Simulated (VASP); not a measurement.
# KCl (P4/mmm) in VASP: further runs

Runs on KCl. Level: PBE. Tasks: electric field gradients.

All numbers are computed with VASP 6.6.1; they aren't measurements. Logs are shortened: lines on timing, memory, paths and dates and some standing lists are left out, and cuts for length are marked.

## 1. The cell of the first run

The structure is tetragonal, space group P4/mmm (No. 123). The conventional cell has a = 3.670 Å, b = 3.670 Å, c = 3.634 Å, α = 90.00°, β = 90.00°, γ = 90.00°. Within 4.2 Å of K (site symmetry 4/mmm) lie 8 Cl at 3.17 Å and 6 K at 3.63 to 3.67 Å. Cl (site symmetry 4/mmm) has 8 K at 3.17 Å and 6 Cl at 3.63 to 3.67 Å within 4.2 Å.

## 2. Electric field gradients, PBE (equal xx and yy strain of +1 %)

The input, INCAR:

```
ALGO     = Normal         # electronic algorithm
EDIFF    = 1E-8           # SCF threshold, eV
ENCUT    = 520            # plane-wave cutoff, eV
GGA      = PE             # functional
ISIF     = 2              # what is computed and relaxed
ISMEAR   = -1             # smearing method
LASPH    = True           # aspherical terms in the spheres
LCHARG   = False          # write CHGCAR
LEFG     = True         
LREAL    = False          # projectors in reciprocal space
LWAVE    = False          # write WAVECAR
NBANDS   = 15             # bands
NELM     = 100            # most SCF steps
PREC     = Accurate       # precision mode
SIGMA    = 0.02           # smearing width, eV
```

The input, KPOINTS:

```
k-points
0
Gamma
  7 7 7
```

The input, POSCAR:

```
KCl
1.0
    3.6703400000      0.0000000000      0.0000000000
    0.0000000000      3.6703400000      0.0000000000
    0.0000000000      0.0000000000      3.6340000000
K Cl
1 1
Direct
    0.0000000000      0.0000000000      0.0000000000
    0.5000000000      0.5000000000      0.5000000000
```

Potentials or basis: VASP PAW PBE potentials, release 64 (K_sv, Cl).

On the command line:

```console
cat potpaw_PBE.64/K_sv/POTCAR potpaw_PBE.64/Cl/POTCAR > POTCAR
mpirun -np 1 vasp_std > vasp.out
```

OUTCAR:

```text
EDIFF = 1E-8
   ENCUT = 520
   GGA = PE
   ISIF = 2
   ISMEAR = -1
   LASPH = True
   LREAL = False
   NELM = 100
   PREC = Accurate

 ion  position               nearest neighbor table
   1  0.000  0.000  0.000-   2 3.17   2 3.17   2 3.17   2 3.17   2 3.17   2 3.17   2 3.17   2 3.17

   2  0.500  0.500  0.500-   1 3.17   1 3.17   1 3.17   1 3.17   1 3.17   1 3.17   1 3.17   1 3.17

  LATTYP: Found a simple tetragonal cell.
 ALAT       =     3.6703400000
 C/A-ratio  =     0.9900990099

  Lattice vectors:

 A1 = (   3.6703400000,   0.0000000000,   0.0000000000)
 A2 = (   0.0000000000,   3.6703400000,   0.0000000000)
 A3 = (   0.0000000000,   0.0000000000,   3.6340000000)

Analysis of symmetry for initial positions (statically):
=====================================================================
 Subroutine PRICEL returns:
 Original cell was already a primitive cell.

 Routine SETGRP: Setting up the symmetry group for a
 simple tetragonal supercell.

 Subroutine GETGRP returns: Found 16 space group operations
 (whereof 16 operations were pure point group operations)
 out of a pool of 16 trial point group operations.

The static configuration has the point symmetry D_4h.

Analysis of symmetry for dynamics (positions and initial velocities):
=====================================================================
 Subroutine PRICEL returns:
 Original cell was already a primitive cell.

 Routine SETGRP: Setting up the symmetry group for a
 simple tetragonal supercell.

 Subroutine GETGRP returns: Found 16 space group operations
 (whereof 16 operations were pure point group operations)
 out of a pool of 16 trial point group operations.

The dynamic configuration has the point symmetry D_4h.

 Subroutine INISYM returns: Found 16 space group operations
 (whereof 16 operations are pure point group operations),
 and found     1 'primitive' translations

----------------------------------------------------------------------------------------

                                     Primitive cell

  volume of cell :      48.9551

  direct lattice vectors                    reciprocal lattice vectors
[... 131 lines left out ...]
  free energy    TOTEN  =        -6.57493296 eV

  energy without entropy =       -6.57493296  energy(sigma->0) =       -6.57493296

 E-fermi :   0.4758     XC(G=0):  -8.7173

 val. band max:       -0.0457442320   @ k =   0.4286   0.4286   0.0000
 cond. band min:       5.4200040127   @ k =   0.0000   0.0000   0.0000
 fundamental gap:      5.4657482447
 Fermi energy:         0.4757871054

 k-point     1 :       0.0000    0.0000    0.0000
  band No.  band energies     occupation
      1     -27.8937      2.00000
      2     -12.9209      2.00000
      3     -11.2488      2.00000
      4     -11.2488      2.00000
      5     -11.2393      2.00000
      6      -0.3014      2.00000
      7      -0.3014      2.00000
      8      -0.2391      2.00000
      9       5.4200      0.00000
     10       6.3269      0.00000
     11       6.3750      0.00000
     12      10.9105      0.00000
     13      10.9912      0.00000
     14      10.9912      0.00000
[... 401 lines left out ...]
      2     -12.8496      2.00000
      3     -11.4688      2.00000
      4     -11.2790      2.00000
      5     -11.1749      2.00000
      6      -1.7149      2.00000
      7      -1.0937      2.00000
      8      -0.1964      2.00000
      9       7.0239      0.00000
     10       7.7823      0.00000
     11       9.4665      0.00000
     12       9.8597      0.00000
     13       9.9502      0.00000
     14      11.1661      0.00000
     15      12.6956      0.00000

 [... further k-points ...]
[... 5 lines left out ...]
  --------------------------------------------------------------------------------------
  -------------------------------------------------------------------------------------
  Total        1.1058844      1.1058844      1.2604829      0.0000000      0.0000000      0.0000000
  in kB       36.1928521     36.1928521     41.2524766      0.0000000      0.0000000      0.0000000
  external PRESSURE =      37.8793936 kB  Pullay stress =       0.0000000 kB

 VOLUME and BASIS-vectors are now :
 -----------------------------------------------------------------------------
  energy-cutoff  :      520.00
  volume of cell :       48.96
      direct lattice vectors                 reciprocal lattice vectors
     3.670340000  0.000000000  0.000000000     0.272454323  0.000000000  0.000000000
     0.000000000  3.670340000  0.000000000     0.000000000  0.272454323  0.000000000
     0.000000000  0.000000000  3.634000000     0.000000000  0.000000000  0.275178866

 POSITION                                       TOTAL-FORCE (eV/Angst)
 -----------------------------------------------------------------------------------
      0.00000      0.00000      0.00000         0.000000      0.000000      0.000000
      1.83517      1.83517      1.81700         0.000000      0.000000      0.000000
 -----------------------------------------------------------------------------------
    total drift:                                0.000000      0.000000      0.000000

  FREE ENERGIE OF THE ION-ELECTRON SYSTEM (eV)
  ---------------------------------------------------
  free  energy   TOTEN  =        -6.5749329595 eV

  energy  without entropy=       -6.5749329595  energy(sigma->0) =       -6.57493296

 Electric field gradients (V/A^2)
---------------------------------------------------------------------
 ion       V_xx      V_yy      V_zz      V_xy      V_xz      V_yz
---------------------------------------------------------------------
   1      -0.659    -0.659     1.318    -0.000     0.000    -0.000
   2       1.278     1.278    -2.556     0.000    -0.000     0.000
---------------------------------------------------------------------

 Electric field gradients after diagonalization (V/A^2)
 (convention: |V_zz| > |V_xx| > |V_yy|)
----------------------------------------------------------------------
 ion       V_xx      V_yy      V_zz     asymmetry (V_yy - V_xx)/ V_zz
----------------------------------------------------------------------
   1      -0.659    -0.659     1.318       0.000
   2       1.278     1.278    -2.556       0.000
----------------------------------------------------------------------

           NMR quadrupolar parameters

 Cq : quadrupolar parameter    Cq=e*Q*V_zz/h
 eta: asymmetry parameters     (V_yy - V_xx)/ V_zz
 Q  : nuclear electric quadrupole moment in mb (millibarn)
----------------------------------------------------------------------
 ion       Cq(MHz)       eta       Q (mb)
----------------------------------------------------------------------
   1       0.003       0.000       1.000
   2      -0.006       0.000       1.000
----------------------------------------------------------------------
```

stdout:

```text
POSCAR found type information on POSCAR K Cl
 POSCAR found :  2 types and       2 ions
 scaLAPACK will be used
 LDA part: xc-table for (Slater+PW92), standard interpolation
 POSCAR, INCAR and KPOINTS ok, starting setup
 FFT: planning ... GRIDC
 FFT: planning ... GRID_SOFT
 FFT: planning ... GRID
 WAVECAR not read
 entering main loop
ion   1

ion   2
```

Wall time 64 s (1 thread of AMD EPYC 7R13, shared host); peak memory 0.14 GiB.

Results:

- Free energy: -6.5749 eV
- Pressure: 3.8 GPa
- Band gap on the k mesh: 5.47 eV, indirect (least direct gap 5.66 eV)

Electric field gradients, principal values (V/Å²):
| atom | least | middle | greatest (by size) |
| --- | --- | --- | --- |
| 1 K | -0.659 | -0.659 | 1.318 |
| 2 Cl | 1.278 | 1.278 | -2.556 |

Caveat: the cell differs from its parent crystal (equal xx and yy strain of +1 %); without QUAD_EFG the Cq values of the log hold for a quadrupole moment of 1 mb, not for the nuclei. A k mesh can miss the band edges.

## 3. Electric field gradients, PBE (equal xx and yy strain of +1 %)

The input, INCAR:

```
SYSTEM = KCl
  PREC = Accurate
  ENCUT = 520
  EDIFF = 1E-8
  ISMEAR = -1
  SIGMA = 0.02
  LREAL = .FALSE.
  LASPH = .TRUE.
  NELM = 60
  ALGO = Normal
  ISIF = 2
  LWAVE = .FALSE.
  LCHARG = .FALSE.
  GGA = PE
  LEFG = .TRUE.
  NBANDS = 15
```

The input, KPOINTS:

```
regular mesh
0
G
  7 7 7
  0 0 0
```

POSCAR is that of step 2.

Potentials or basis: VASP PAW PBE potentials, release 64 (K_sv, Cl).

On the command line:

```console
cat potpaw_PBE.64/K_sv/POTCAR potpaw_PBE.64/Cl/POTCAR > POTCAR
mpirun -np 1 vasp_std > vasp.out
```

OUTCAR:

```text
SYSTEM = KCl
   PREC = Accurate
   ENCUT = 520
   EDIFF = 1E-8
   ISMEAR = -1
   LREAL = .FALSE.
   LASPH = .TRUE.
   NELM = 60
   ISIF = 2
   GGA = PE

 ion  position               nearest neighbor table
   1  0.000  0.000  0.000-   2 3.17   2 3.17   2 3.17   2 3.17   2 3.17   2 3.17   2 3.17   2 3.17

   2  0.500  0.500  0.500-   1 3.17   1 3.17   1 3.17   1 3.17   1 3.17   1 3.17   1 3.17   1 3.17

  LATTYP: Found a simple tetragonal cell.
 ALAT       =     3.6703400000
 C/A-ratio  =     0.9900990099

  Lattice vectors:

 A1 = (   3.6703400000,   0.0000000000,   0.0000000000)
[... 646 lines left out ...]
  free  energy   TOTEN  =        -6.5749329595 eV

  energy  without entropy=       -6.5749329595  energy(sigma->0) =       -6.57493296

 Electric field gradients (V/A^2)
---------------------------------------------------------------------
 ion       V_xx      V_yy      V_zz      V_xy      V_xz      V_yz
---------------------------------------------------------------------
   1      -0.659    -0.659     1.318    -0.000     0.000    -0.000
   2       1.278     1.278    -2.556     0.000    -0.000     0.000
---------------------------------------------------------------------

 Electric field gradients after diagonalization (V/A^2)
 (convention: |V_zz| > |V_xx| > |V_yy|)
----------------------------------------------------------------------
 ion       V_xx      V_yy      V_zz     asymmetry (V_yy - V_xx)/ V_zz
----------------------------------------------------------------------
   1      -0.659    -0.659     1.318       0.000
   2       1.278     1.278    -2.556       0.000
----------------------------------------------------------------------

           NMR quadrupolar parameters

 Cq : quadrupolar parameter    Cq=e*Q*V_zz/h
 eta: asymmetry parameters     (V_yy - V_xx)/ V_zz
 Q  : nuclear electric quadrupole moment in mb (millibarn)
----------------------------------------------------------------------
 ion       Cq(MHz)       eta       Q (mb)
----------------------------------------------------------------------
   1       0.003       0.000       1.000
   2      -0.006       0.000       1.000
----------------------------------------------------------------------
```

OSZICAR:

```text
N       E                     dE             d eps       ncg     rms          rms(c)
DAV:   1     0.105807521983E+03    0.10581E+03   -0.73933E+03  1200   0.990E+02
DAV:   2    -0.123579286622E+01   -0.10704E+03   -0.98682E+02  1582   0.250E+02
DAV:   3    -0.667495781309E+01   -0.54392E+01   -0.54088E+01  1634   0.497E+01
DAV:   4    -0.685812450109E+01   -0.18317E+00   -0.18314E+00  1766   0.842E+00
DAV:   5    -0.685944378533E+01   -0.13193E-02   -0.13193E-02  1690   0.822E-01    0.355E+00
DAV:   6    -0.660335981251E+01    0.25608E+00   -0.26832E-01  1501   0.333E+00    0.298E+00
DAV:   7    -0.657257225181E+01    0.30788E-01   -0.89484E-02  1606   0.207E+00    0.172E+00
DAV:   8    -0.657476575029E+01   -0.21935E-02   -0.15911E-02  1656   0.101E+00    0.222E-01
DAV:   9    -0.657473480581E+01    0.30944E-04   -0.58367E-04  1620   0.170E-01    0.971E-02
DAV:  10    -0.657493511352E+01   -0.20031E-03   -0.26953E-04  1361   0.132E-01    0.254E-02
DAV:  11    -0.657493306229E+01    0.20512E-05   -0.73533E-06  1706   0.206E-02    0.659E-03
DAV:  12    -0.657493296950E+01    0.92794E-07   -0.12038E-06  1340   0.929E-03    0.163E-03
DAV:  13    -0.657493300306E+01   -0.33554E-07   -0.71424E-08  1698   0.233E-03    0.536E-04
DAV:  14    -0.657493293239E+01    0.70668E-07   -0.25799E-08  1346   0.131E-03    0.128E-04
DAV:  15    -0.657493294482E+01   -0.12437E-07   -0.57022E-10  1160   0.164E-04    0.659E-05
DAV:  16    -0.657493296400E+01   -0.19174E-07   -0.37549E-10   908   0.150E-04    0.384E-05
DAV:  17    -0.657493295945E+01    0.45454E-08   -0.69624E-11   817   0.584E-05
   1 F= -.65749330E+01 E0= -.65749330E+01  d E =-.709889E-13
```

stdout:

```text
POSCAR found type information on POSCAR K Cl
 POSCAR found :  2 types and       2 ions
 scaLAPACK will be used
 LDA part: xc-table for (Slater+PW92), standard interpolation
 POSCAR, INCAR and KPOINTS ok, starting setup
 FFT: planning ... GRIDC
 FFT: planning ... GRID_SOFT
 FFT: planning ... GRID
 WAVECAR not read
 entering main loop
ion   1

ion   2
```

Run time: 63 s. Hardware: 1 thread of AMD EPYC 7R13, shared host; peak memory 0.14 GiB.

What came out:

* Free energy: -6.5749 eV
* Pressure: 3.8 GPa
* Band gap on the k mesh: 5.47 eV, indirect (least direct gap 5.66 eV)

Stress tensor (GPa, compression positive):
```
3.62 0.00 0.00
0.00 3.62 0.00
0.00 0.00 4.13
```

Electric field gradients, principal values (V/Å²):
```csv
atom,least,middle,greatest (by size)
1 K,-0.659,-0.659,1.318
2 Cl,1.278,1.278,-2.556
```

Caveat: the cell differs from its parent crystal (equal xx and yy strain of +1 %); without QUAD_EFG the Cq values of the log hold for a quadrupole moment of 1 mb, not for the nuclei. A k mesh can miss the band edges.

## 4. Electric field gradients, PBE (equal xx and yy strain of +3 %)

The input, INCAR:

```
  PREC = Accurate
  ENCUT = 520
  EDIFF = 1E-8
  ISMEAR = -1
  SIGMA = 0.02
  LREAL = F
  LASPH = T
  NELM = 80
  ALGO = Normal
  ISIF = 2
  LWAVE = F
  LCHARG = F
  GGA = PE
  LEFG = T
  NBANDS = 15
```

The input, KPOINTS:

```
Automatic mesh
0
Gamma
  7 7 7
```

The input, POSCAR:

```
KCl
1.0
    3.7430200000      0.0000000000      0.0000000000
    0.0000000000      3.7430200000      0.0000000000
    0.0000000000      0.0000000000      3.6340000000
K Cl
1 1
Direct
    0.0000000000      0.0000000000      0.0000000000
    0.5000000000      0.5000000000      0.5000000000
```

Potentials or basis: VASP PAW PBE potentials, release 64 (K_sv, Cl).

On the command line:

```console
cat potpaw_PBE.64/K_sv/POTCAR potpaw_PBE.64/Cl/POTCAR > POTCAR
mpirun -np 1 vasp_std > vasp.out
```

OUTCAR:

```text
PREC = Accurate
   ENCUT = 520
   EDIFF = 1E-8
   ISMEAR = -1
   LREAL = F
   LASPH = T
   NELM = 80
   ISIF = 2
   GGA = PE

 ion  position               nearest neighbor table
   1  0.000  0.000  0.000-   2 3.21   2 3.21   2 3.21   2 3.21   2 3.21   2 3.21   2 3.21   2 3.21

   2  0.500  0.500  0.500-   1 3.21   1 3.21   1 3.21   1 3.21   1 3.21   1 3.21   1 3.21   1 3.21

  LATTYP: Found a simple tetragonal cell.
 ALAT       =     3.7430200000
 C/A-ratio  =     0.9708737864

  Lattice vectors:

 A1 = (   3.7430200000,   0.0000000000,   0.0000000000)
 A2 = (   0.0000000000,   3.7430200000,   0.0000000000)
[... 645 lines left out ...]
  free  energy   TOTEN  =        -6.6097897457 eV

  energy  without entropy=       -6.6097897456  energy(sigma->0) =       -6.60978975

 Electric field gradients (V/A^2)
---------------------------------------------------------------------
 ion       V_xx      V_yy      V_zz      V_xy      V_xz      V_yz
---------------------------------------------------------------------
   1      -1.883    -1.883     3.766    -0.000     0.000     0.000
   2       3.757     3.757    -7.514    -0.000     0.000    -0.000
---------------------------------------------------------------------

 Electric field gradients after diagonalization (V/A^2)
 (convention: |V_zz| > |V_xx| > |V_yy|)
----------------------------------------------------------------------
 ion       V_xx      V_yy      V_zz     asymmetry (V_yy - V_xx)/ V_zz
----------------------------------------------------------------------
   1      -1.883    -1.883     3.766       0.000
   2       3.757     3.757    -7.514       0.000
----------------------------------------------------------------------

           NMR quadrupolar parameters

 Cq : quadrupolar parameter    Cq=e*Q*V_zz/h
 eta: asymmetry parameters     (V_yy - V_xx)/ V_zz
 Q  : nuclear electric quadrupole moment in mb (millibarn)
----------------------------------------------------------------------
 ion       Cq(MHz)       eta       Q (mb)
----------------------------------------------------------------------
   1       0.009       0.000       1.000
   2      -0.018       0.000       1.000
----------------------------------------------------------------------
```

Run time: 52 s. Hardware: 1 thread of AMD EPYC 7R13, shared host; peak memory 0.14 GiB.

Results:

* Free energy: -6.6098 eV
* Pressure: 2.5 GPa
* Band gap on the k mesh: 5.18 eV, indirect (least direct gap 5.36 eV)

Electric field gradients, principal values (V/Å²):
```csv
atom,least,middle,greatest (by size)
1 K,-1.883,-1.883,3.766
2 Cl,3.757,3.757,-7.514
```

Caveat: the cell differs from its parent crystal (equal xx and yy strain of +3 %); without QUAD_EFG the Cq values of the log hold for a quadrupole moment of 1 mb, not for the nuclei. A k mesh can miss the band edges.
